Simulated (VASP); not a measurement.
Input of a VASP 6.6.1 run:

File INCAR:

```
SYSTEM = Sb
PREC = Accurate ; ENCUT = 400
EDIFF = 1E-8 ; ISMEAR = -1
SIGMA = 0.05 ; LREAL = .FALSE.
LASPH = .TRUE. ; NELM = 120
ALGO = Normal ; ISIF = 2
LWAVE = .FALSE. ; LCHARG = .FALSE.
GGA = CA ; LEFG = .TRUE.
NBANDS = 12 ; GGA_COMPAT = .FALSE.
```

File KPOINTS:

```
Automatic mesh
0
G
  12 12 7
  0 0 0
```

The input POSCAR:

```
Sb
1.0
    3.4133342133      0.0000000000      0.0000000000
   -1.7066671067      2.9560341404      0.0000000000
    0.0000000000      0.0000000000      5.4001396224
Sb
2
Direct
    0.3333333333      0.6666666667      0.2500000000
    0.6666666667      0.3333333333      0.7500000000
```

Potentials or basis: VASP PAW LDA potentials, release 64 (Sb).

Launch:

```bash
$ cat potpaw_LDA.64/Sb/POTCAR > POTCAR
$ mpirun -np 1 vasp_std > vasp.out
```

Predict the band gap on the k mesh.

zero (band 5 reaches 12.01 eV, above the bottom of band 6 at 5.48 eV).

What does it give for the pressure?

-3.7 GPa.

Stress tensor (GPa, compression positive):
```
-3.28  0.00  0.00
 0.00 -3.28  0.00
 0.00  0.00 -4.50
```

Caveat: without QUAD_EFG the Cq values of the log hold for a quadrupole moment of 1 mb, not for the nuclei; spin-orbit coupling is left out, which moves the levels of the heavy elements.
